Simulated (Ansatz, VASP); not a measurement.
## One calculation of Hf, two programs

INCAR

```
SYSTEM = Hf
ALGO = Normal ; EDIFF = 1E-6
ENCUT = 520 ; GGA = PE
ISIF = 2 ; ISMEAR = -1
LASPH = .TRUE. ; LCHARG = .FALSE.
LREAL = .FALSE. ; LWAVE = .FALSE.
NBANDS = 11 ; NELM = 60
PREC = Accurate ; SIGMA = 0.03
```

The input KPOINTS:

```
k-points
0
G
  12 12 12
  0 0 0
```

Contents of POSCAR:

```
Hf
1.0
    2.9204338382      0.0292043384      0.0292043384
    0.0292043384      2.9204338382      0.0292043384
    0.0292043384      0.0292043384      2.9204338382
Hf
1
Direct
    0.0000000000      0.0000000000      0.0000000000
```

Input for Ansatz:

```yaml
crystal:
  lattice:
    - [2.9204338382, 0.0292043384, 0.0292043384]
    - [0.0292043384, 2.9204338382, 0.0292043384]
    - [0.0292043384, 0.0292043384, 2.9204338382]
  atoms:
    - { symbol: Hf, position: [0.0, 0.0, 0.0] }
kpoints:
  mp_grid: { grid: [12, 12, 12] }
scf:
  occupations: { method: fermi_dirac, width: 0.03 }
hamiltonian:
  xc: pbe
  pseudopotentials: { kind: all_electron, lapw: { basis_error: 0.00025 } }
output:
  forces: true
  stress: true
  eigenvalues: true
```

Change from the starting cell: equal xy, yz and zx shear strains of +2 %.

Alike in both runs: task single point; functional PBE; k mesh 12 × 12 × 12; occupations fermi-dirac, width 0.03 eV; no spin polarisation.

|  | VASP | Ansatz |
| --- | --- | --- |
| version | VASP 6.6.1 | Ansatz 0.2.0 |
| potentials or method | VASP PAW PBE potentials, release 64 (Hf_pv), cutoff 520 eV | all-electron LAPW, scalar-relativistic |

|  | VASP | Ansatz | Ansatz less VASP |
| --- | --- | --- | --- |
| pressure (GPa) | -0.4 | -0.1 | +0.29 |
| traceless stress, the component that is largest in VASP (GPa) | 0.91 | 0.91 | -0.003 |

Ansatz ran all-electron here, and VASP with PAW potentials.

Spin-orbit coupling is off throughout.
